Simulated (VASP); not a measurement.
Here is a VASP 6.6.1 calculation.

INCAR

```
SYSTEM = Ti
ALGO     = Fast           ! electronic algorithm
EDIFF    = 1E-6           ! SCF threshold, eV
ENCUT    = 520            ! plane-wave cutoff, eV
GGA      = PS             ! functional
ISIF     = 2              ! what is computed and relaxed
ISMEAR   = 0              ! smearing method
LASPH    = .True.         ! aspherical terms in the spheres
LCHARG   = .False.        ! write CHGCAR
LREAL    = .False.        ! projectors in reciprocal space
LWAVE    = .False.        ! write WAVECAR
NBANDS   = 12             ! bands
NELM     = 60             ! most SCF steps
PREC     = Accurate       ! precision mode
SIGMA    = 0.15           ! smearing width, eV
```

File KPOINTS:

```
k-points
0
Gamma
  20 20 20
  0 0 0
```

File POSCAR:

```
Ti
1.0
    0.0000000000      2.0604500000      2.0604500000
    2.0604500000      0.0000000000      2.0604500000
    2.0604500000      2.0604500000      0.0000000000
Ti
1
Direct
    0.0000000000      0.0000000000      0.0000000000
```

Potentials or basis: VASP PAW PBE potentials, release 64 (Ti_sv).

The run is started by

```bash
$ cat potpaw_PBE.64/Ti_sv/POTCAR > POTCAR
$ mpirun -np 1 vasp_std > vasp.out
```

Q: What does it give for the band gap on the k mesh?

A: Zero (band 6 reaches 8.89 eV, above the bottom of band 7 at 7.64 eV).

Q: Estimate the pressure.

A: -5.2 GPa.

Caveat: the cell differs from its parent crystal (strain +0.015 along x and y, +0.015 along z); the PAW data sets were made with another functional, which shifts forces and pressure a little.
